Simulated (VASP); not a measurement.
Input of a VASP 6.6.1 run:

The input INCAR:

```
  ALGO = Normal
  DIPOL = 0.5 0.5 0.321
  EDIFF = 1E-6
  ENCUT = 520
  GGA = PE
  IDIPOL = 3
  ISIF = 2
  ISMEAR = 0
  IVDW = 12
  LASPH = True
  LCHARG = False
  LDIPOL = True
  LREAL = False
  LWAVE = False
  NBANDS = 27
  NELM = 100
  PREC = Accurate
  SIGMA = 0.05
```

KPOINTS

```
k-points
0
Gamma
  7 5 1
```

File POSCAR:

```
Si3N
1.0
    3.8333442755      0.0000000000      0.0000000000
    0.0000000000      5.4211674636      0.0000000000
    0.0000000000      0.0000000000     22.4877586337
Si N
6 2
Direct
    0.5000000000      0.0000000000      0.1778745523
    0.0000000000      0.2500000000      0.1778745523
    0.0000000000      0.5038839981      0.2608672216
    0.5000000000      0.7461160019      0.2608672216
    0.5000000000      0.0086033066      0.3418641564
    0.0000000000      0.2413966934      0.3418641564
    1.0000000000      0.6752699732      0.4797169344
    1.0000000000      0.6752699732      0.5286324363
```

Potentials or basis: VASP PAW PBE potentials, release 64 (Si, N).

Launch:

```console
$ cat potpaw_PBE.64/Si/POTCAR potpaw_PBE.64/N/POTCAR > POTCAR
$ mpirun -np 1 vasp_std > vasp.out
```

(1) Estimate the dispersion energy per atom.

(2) Predict the largest force.

## Answers

(1) -0.204 eV.

(2) 2.186 eV/Å.

Caveat: the standard files for N, O and F lose accuracy on very short bonds.
